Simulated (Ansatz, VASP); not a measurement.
**Two plane-wave programs on Os**

```xyz
1
Lattice="0.0000 1.8964 1.9936 1.8964 0.0000 1.9936 1.8964 1.8964 0.0000" Properties=species:S:1:pos:R:3 pbc="T T T"
Os    0.0000    0.0000    0.0000
```

Change from the starting cell: strain -0.025 along x and y, +0.025 along z, atoms carried along.

Alike in both runs: task single point; functional PBEsol; k mesh 20 × 20 × 20; occupations gaussian, width 0.15 eV; no spin polarisation.

|  | VASP | Ansatz |
| --- | --- | --- |
| version | VASP 6.6.1 | Ansatz 0.2.0 |
| potentials or method | VASP PAW PBE potentials, release 64 (Os), cutoff 520 eV | scalar-relativistic, plane waves, PAW |
| valence electrons in the cell | 8 | 16 |

|  | VASP | Ansatz | Ansatz less VASP |
| --- | --- | --- | --- |
| gap on the k mesh at the Fermi level (eV) | none | none | - |
| pressure (GPa) | -10.4 | -10.6 | -0.22 |
| traceless stress, the component that is largest in VASP (GPa) | -11.50 | -11.56 | -0.058 |

VASP's potentials were made for PBE, not for PBEsol. A gap of «none» marks a metal or a gap that the smearing closes. With one functional, cell and mesh, what is left measures potentials, basis and numerics. VASP's potentials hold 8 valence electrons a cell and Ansatz's 16, so a difference there can come from the potentials and not from the codes.

Neither program's run includes spin-orbit coupling.
